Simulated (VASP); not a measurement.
GaN, 2 atoms in the cell. Symmetry: I4/mmm, No. 139, tetragonal system. The conventional cell has a = 2.761 Å, b = 2.761 Å, c = 3.985 Å, α = 90.00°, β = 90.00°, γ = 90.00°. Within 2.6 Å of Ga (site symmetry 4/mmm) lie 6 N at 1.95 to 1.99 Å. Within 2.6 Å of N (site symmetry 4/mmm) lie 6 Ga at 1.95 to 1.99 Å.  This cell differs from its parent crystal: equal xx and yy strain of -2 %.

```yaml
Program: VASP 6.6.1
Task: single point
Functional: PBEsol
Potentials_or_basis: VASP PAW PBE potentials, release 64 (Ga_d, N)
Cutoff: 520 eV
k_mesh: 13 × 13 × 13
Occupations: fermi-dirac, width 0.02 eV
Spin: no spin polarisation
Dipole_correction: no
Further_INCAR_settings: ALGO = Normal; EDIFF = 1e-06; NBANDS = 16
```

Potentials or basis: VASP PAW PBE potentials, release 64 (Ga_d, N).

The run is started by

```sh
$ cat potpaw_PBE.64/Ga_d/POTCAR potpaw_PBE.64/N/POTCAR > POTCAR
$ mpirun -np 1 vasp_std > vasp.out
```

Hardware: 1 thread of Intel(R) Xeon(R) 6975P-C (Granite Rapids), with other jobs on the host.

Question: Estimate the wall time of this run.

Answer: Wall time 23 s on 1 thread of Intel(R) Xeon(R) 6975P-C (Granite Rapids), with other jobs on the host, peak memory 0.17 GiB. Counts: scf iterations 12, k points 196.
